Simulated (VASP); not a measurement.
Input of a VASP 6.6.1 run:

The input INCAR:

```
ALGO = Normal
EDIFF = 1E-6
ENCUT = 500
GGA = PS
GGA_COMPAT = False
ISIF = 2
ISMEAR = 0
ISYM = -1
LASPH = True
LCHARG = True
LELF = True
LREAL = False
LVHAR = True
LWAVE = False
NBANDS = 16
NELM = 120
PREC = Accurate
SIGMA = 0.01
```

KPOINTS

```
explicit points
108
Reciprocal
  0.00000000   0.00000000   0.08333333 2
  0.00000000   0.00000000   0.25000000 2
  0.00000000   0.00000000   0.41666667 2
  0.00000000   0.16666667   0.08333333 2
  0.00000000   0.16666667   0.25000000 2
  0.00000000   0.16666667   0.41666667 2
  0.00000000   0.16666667   0.58333333 2
  0.00000000   0.16666667   0.75000000 2
  0.00000000   0.16666667   0.91666667 2
  0.00000000   0.33333333   0.08333333 2
  0.00000000   0.33333333   0.25000000 2
  0.00000000   0.33333333   0.41666667 2
  0.00000000   0.33333333   0.58333333 2
  0.00000000   0.33333333   0.75000000 2
  0.00000000   0.33333333   0.91666667 2
  0.00000000   0.50000000   0.08333333 2
  0.00000000   0.50000000   0.25000000 2
  0.00000000   0.50000000   0.41666667 2
  0.16666667   0.00000000   0.08333333 2
  0.16666667   0.00000000   0.25000000 2
  0.16666667   0.00000000   0.41666667 2
  0.16666667   0.00000000   0.58333333 2
  0.16666667   0.00000000   0.75000000 2
  0.16666667   0.00000000   0.91666667 2
  0.16666667   0.16666667   0.08333333 2
  0.16666667   0.16666667   0.25000000 2
  0.16666667   0.16666667   0.41666667 2
  0.16666667   0.16666667   0.58333333 2
  0.16666667   0.16666667   0.75000000 2
  0.16666667   0.16666667   0.91666667 2
  0.16666667   0.33333333   0.08333333 2
  0.16666667   0.33333333   0.25000000 2
  0.16666667   0.33333333   0.41666667 2
  0.16666667   0.33333333   0.58333333 2
  0.16666667   0.33333333   0.75000000 2
  0.16666667   0.33333333   0.91666667 2
  0.16666667   0.50000000   0.08333333 2
  0.16666667   0.50000000   0.25000000 2
  0.16666667   0.50000000   0.41666667 2
  0.16666667   0.50000000   0.58333333 2
  0.16666667   0.50000000   0.75000000 2
  0.16666667   0.50000000   0.91666667 2
  0.16666667   0.66666667   0.08333333 2
  0.16666667   0.66666667   0.25000000 2
  0.16666667   0.66666667   0.41666667 2
  0.16666667   0.66666667   0.58333333 2
  0.16666667   0.66666667   0.75000000 2
  0.16666667   0.66666667   0.91666667 2
  0.16666667   0.83333333   0.08333333 2
  0.16666667   0.83333333   0.25000000 2
  0.16666667   0.83333333   0.41666667 2
  0.16666667   0.83333333   0.58333333 2
  0.16666667   0.83333333   0.75000000 2
  0.16666667   0.83333333   0.91666667 2
  0.33333333   0.00000000   0.08333333 2
  0.33333333   0.00000000   0.25000000 2
  0.33333333   0.00000000   0.41666667 2
  0.33333333   0.00000000   0.58333333 2
  0.33333333   0.00000000   0.75000000 2
  0.33333333   0.00000000   0.91666667 2
  0.33333333   0.16666667   0.08333333 2
  0.33333333   0.16666667   0.25000000 2
  0.33333333   0.16666667   0.41666667 2
  0.33333333   0.16666667   0.58333333 2
  0.33333333   0.16666667   0.75000000 2
  0.33333333   0.16666667   0.91666667 2
  0.33333333   0.33333333   0.08333333 2
  0.33333333   0.33333333   0.25000000 2
  0.33333333   0.33333333   0.41666667 2
  0.33333333   0.33333333   0.58333333 2
  0.33333333   0.33333333   0.75000000 2
  0.33333333   0.33333333   0.91666667 2
  0.33333333   0.50000000   0.08333333 2
  0.33333333   0.50000000   0.25000000 2
  0.33333333   0.50000000   0.41666667 2
  0.33333333   0.50000000   0.58333333 2
  0.33333333   0.50000000   0.75000000 2
  0.33333333   0.50000000   0.91666667 2
  0.33333333   0.66666667   0.08333333 2
  0.33333333   0.66666667   0.25000000 2
  0.33333333   0.66666667   0.41666667 2
  0.33333333   0.66666667   0.58333333 2
  0.33333333   0.66666667   0.75000000 2
  0.33333333   0.66666667   0.91666667 2
  0.33333333   0.83333333   0.08333333 2
  0.33333333   0.83333333   0.25000000 2
  0.33333333   0.83333333   0.41666667 2
  0.33333333   0.83333333   0.58333333 2
  0.33333333   0.83333333   0.75000000 2
  0.33333333   0.83333333   0.91666667 2
  0.50000000   0.00000000   0.08333333 2
  0.50000000   0.00000000   0.25000000 2
  0.50000000   0.00000000   0.41666667 2
  0.50000000   0.16666667   0.08333333 2
  0.50000000   0.16666667   0.25000000 2
  0.50000000   0.16666667   0.41666667 2
  0.50000000   0.16666667   0.58333333 2
  0.50000000   0.16666667   0.75000000 2
  0.50000000   0.16666667   0.91666667 2
  0.50000000   0.33333333   0.08333333 2
  0.50000000   0.33333333   0.25000000 2
  0.50000000   0.33333333   0.41666667 2
  0.50000000   0.33333333   0.58333333 2
  0.50000000   0.33333333   0.75000000 2
  0.50000000   0.33333333   0.91666667 2
  0.50000000   0.50000000   0.08333333 2
  0.50000000   0.50000000   0.25000000 2
  0.50000000   0.50000000   0.41666667 2
```

Contents of POSCAR:

```
ZnS
1.0
    0.0000000000      2.6940955531      2.6940955531
    2.6940955531      0.0000000000      2.6940955531
    2.6940955531      2.6940955531      0.0000000000
Zn S
1 1
Direct
    0.2500000000      0.2500000000      0.2500000000
    0.0000000000      0.0000000000      0.0000000000
```

Potentials or basis: VASP PAW PBE potentials, release 64 (Zn, S).

The run is started by

```bash
$ cat potpaw_PBE.64/Zn/POTCAR potpaw_PBE.64/S/POTCAR > POTCAR
$ mpirun -np 1 vasp_std > vasp.out
```

(1) What does it give for the band gap on the k mesh?

(2) Estimate the pressure.

Answers

(1) 2.57 eV.

(2) -1.2 GPa.

Caveat: the PAW data sets were made with another functional, which shifts forces and pressure a little; a shifted mesh leaves out Γ, where band edges can lie.
